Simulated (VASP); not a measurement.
Set up this calculation in VASP 6.6.1, as the native input.

| Quantity | Value |
| --- | --- |
| Task | single point |
| Functional | LDA |
| Potentials or basis | VASP PAW LDA potentials, release 64 (Cu, N) |
| Cutoff | 600 eV |
| k mesh | 6 × 6 × 6 |
| Occupations | fermi-dirac, width 0.02 eV |
| Spin | no spin polarisation |
| Dipole correction | no |
| Further INCAR settings | ALGO = Normal; EDIFF = 1e-06; NBANDS = 27 |

The structure of Cu3N lies in POSCAR:

```
Cu3N
1.0
    3.7893700857      0.0000000000      0.0000000000
    0.0000000000      3.7893700857      0.0000000000
    0.0000000000      0.0000000000      3.7893700857
Cu N
3 1
Direct
    0.5000000000      0.0000000000      0.0000000000
    0.0000000000      0.5000000000      0.0000000000
    0.0000000000      0.0000000000      0.5000000000
    0.0000000000      0.0000000000      0.0000000000
```

One way to write it, as run:

INCAR

```
  ALGO = Normal
  EDIFF = 1E-6
  ENCUT = 600
  GGA = CA
  GGA_COMPAT = False
  ISIF = 2
  ISMEAR = -1
  LASPH = True
  LCHARG = False
  LREAL = False
  LWAVE = False
  NBANDS = 27
  NELM = 120
  PREC = Accurate
  SIGMA = 0.02
```

KPOINTS

```
k-points
0
Gamma
  6 6 6
```

Potentials or basis: VASP PAW LDA potentials, release 64 (Cu, N).

Launch:

```console
$ cat potpaw_LDA.64/Cu/POTCAR potpaw_LDA.64/N/POTCAR > POTCAR
$ mpirun -np 1 vasp_std > vasp.out
```

It gave:

* Pressure: -6.1 GPa
* Band gap on the k mesh: 0.15 eV, indirect (least direct gap 0.70 eV)

It took 16 s on 1 thread of AMD EPYC 9R45 96-Core Processor (Zen 5), with other jobs on the host, peak memory 0.13 GiB.
